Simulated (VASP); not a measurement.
A run of VASP 6.6.1:

Contents of POSCAR:

```
P
1.0
   -1.5032544752      1.5032544752      1.5032544752
    1.5032544752     -1.5032544752      1.5032544752
    1.5032544752      1.5032544752     -1.5032544752
P
1
Direct
    0.0000000000      0.0000000000      0.0000000000
```

The input INCAR.step1:

```
ALGO = Normal
EDIFF = 1E-6
ENCUT = 520
GGA = CA
ISIF = 2
ISMEAR = -1
LASPH = True
LCHARG = True
LREAL = False
LWAVE = False
NBANDS = 8
NELM = 100
PREC = Accurate
SIGMA = 0.05
```

KPOINTS.step1

```
k-points
0
Gamma
  17 17 17
```

The input INCAR.step2:

```
ALGO = Normal
EDIFF = 1E-6
ENCUT = 520
GGA = CA
ICHARG = 11
ISIF = 2
ISMEAR = -5
LASPH = True
LCHARG = False
LORBIT = 11
LREAL = False
LWAVE = False
NBANDS = 8
NEDOS = 2001
NELM = 100
PREC = Accurate
SIGMA = 0.05
```

File KPOINTS.step2:

```
k-points
0
Gamma
  26 26 26
```

Potentials or basis: VASP PAW LDA potentials, release 64 (P).

Launch:

```bash
$ cat potpaw_LDA.64/P/POTCAR > POTCAR
$ cp INCAR.step1 INCAR
$ cp KPOINTS.step1 KPOINTS
$ mpirun -np 1 vasp_std > vasp.out
$ cp INCAR.step2 INCAR
$ cp KPOINTS.step2 KPOINTS
$ mpirun -np 1 vasp_std > vasp.out
```

Hardware: 1 thread of Intel(R) Xeon(R) Platinum 8488C (Sapphire Rapids) (shared host).

Question: Estimate the wall time of this run.

Answer: Wall time 26 s on 1 thread of Intel(R) Xeon(R) Platinum 8488C (Sapphire Rapids) (shared host), peak memory 0.18 GiB. Counts: k points 511.
